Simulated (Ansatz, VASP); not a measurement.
Lu in VASP and in Ansatz

File INCAR:

```
SYSTEM = Lu
PREC = Accurate ; ENCUT = 520
EDIFF = 1E-6 ; ISMEAR = 0
SIGMA = 0.3 ; LREAL = .False.
LASPH = .True. ; NELM = 100
ALGO = Normal ; ISIF = 2
LWAVE = .False. ; LCHARG = .False.
GGA = CA ; NBANDS = 32
```

File KPOINTS:

```
Automatic mesh
0
Gamma
  11 11 6
  0 0 0
```

File POSCAR:

```
Lu
1.0
    3.3823924653      0.0000000000      0.0000000000
   -1.6911962327      2.9292378005      0.0000000000
    0.0000000000      0.0000000000      5.2524129119
Lu
2
Direct
    0.3333333333      0.6666666667      0.2500000000
    0.6666666667      0.3333333333      0.7500000000
```

Input for Ansatz:

```yaml
crystal:
  lattice:
    - [3.3823924653, 0.0, 0.0]
    - [-1.6911962327, 2.9292378005, 0.0]
    - [0.0, 0.0, 5.2524129119]
  atoms:
    - { symbol: Lu, position: [0.3333333333, 0.6666666667, 0.25] }
    - { symbol: Lu, position: [0.6666666667, 0.3333333333, 0.75] }
hamiltonian:
  xc: lda
  pseudopotentials:
    kind: paw
    azcp:
      Lu: "pseudopotentials/Lu.paw.azcp"
basis:
  ecutwfc: 420
  fft_grid_basis: typed
kpoints:
  mp_grid: { grid: [11, 11, 6], shift: [0, 0, 0] }
magnetization:
  spin_polarized: false
scf:
  occupations: { method: gaussian, width: 0.3 }
  lower_state_search: "off"
output:
  stress: true
```

Alike in both runs: task single point; functional LDA; k mesh 11 × 11 × 6; occupations gaussian, width 0.3 eV; no spin polarisation.

```csv
,VASP,Ansatz
version,VASP 6.6.1,Ansatz 0.2.0
potentials or method,"VASP PAW PBE potentials, release 64 (Lu), cutoff 520 eV","plane waves (420 eV) with PAW, scalar-relativistic"
valence electrons in the cell,50,50
```

Ansatz gave:

| Item | Value |
| --- | --- |
| pressure (GPa) | 0.0 |
| traceless stress, the component that is largest in VASP (GPa) | 0.17 |

**Question.** What did VASP give for the same quantities?

**Answer.** Pressure (GPa): 0.3; traceless stress, the component that is largest in VASP (GPa): 0.20.

VASP's potentials were made for PBE, not for LDA, and Ansatz warns of the same on its side. LDA's correlation is that of Perdew and Zunger in VASP and of Perdew and Wang (1992) in Ansatz.

Spin-orbit coupling is off throughout.
